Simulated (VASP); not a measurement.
A run of VASP 6.6.1 is set up as follows.

The input INCAR:

```
PREC = Accurate
ENCUT = 520
EDIFF = 1E-6
ISMEAR = 0
SIGMA = 0.1
LREAL = False
LASPH = True
NELM = 100
ALGO = Normal
ISIF = 2
LWAVE = False
LCHARG = True
LDIPOL = True
IDIPOL = 3
DIPOL = 0.5 0.5 0.322
GGA = PE
LELF = True
LVHAR = True
LVACPOTAV = True
NBANDS = 80
```

The input KPOINTS:

```
regular mesh
0
Gamma
  6 6 1
```

The input POSCAR:

```
Cu12N
1.0
    5.1332392722      0.0000000000      0.0000000000
   -2.5666196361      4.4455156134      0.0000000000
    0.0000000000      0.0000000000     19.6236283438
Cu N
12 1
Direct
    0.3333333333      0.1666666666      0.2038359028
    0.3333333333      0.6666666666      0.2038359028
    0.8333333333      0.1666666666      0.2038359028
    0.8333333333      0.6666666667      0.2038359028
    0.1666666667      0.3333333334      0.3089002490
    0.1666666667      0.8333333333      0.3089002490
    0.6666666667      0.3333333333      0.3089002490
    0.6666666667      0.8333333333      0.3089002490
    0.0000000000      0.0000000000      0.4139717794
    0.0000000000      0.5000000000      0.4139717794
    0.5000000000      0.0000000000      0.4139717794
    0.5000000000      0.5000000000      0.4139717794
    0.0000000000      0.2500000000      0.4761563695
```

Potentials or basis: VASP PAW PBE potentials, release 64 (Cu, N).

Launch:

```bash
$ cat potpaw_PBE.64/Cu/POTCAR potpaw_PBE.64/N/POTCAR > POTCAR
$ mpirun -np 1 vasp_std > vasp.out
```

(1) Predict the band gap on the k mesh.

(2) What does it give for the largest force?

## Answers

(1) zero (an odd number of electrons rules out a gap without spin polarisation).

(2) 1.190 eV/Å.
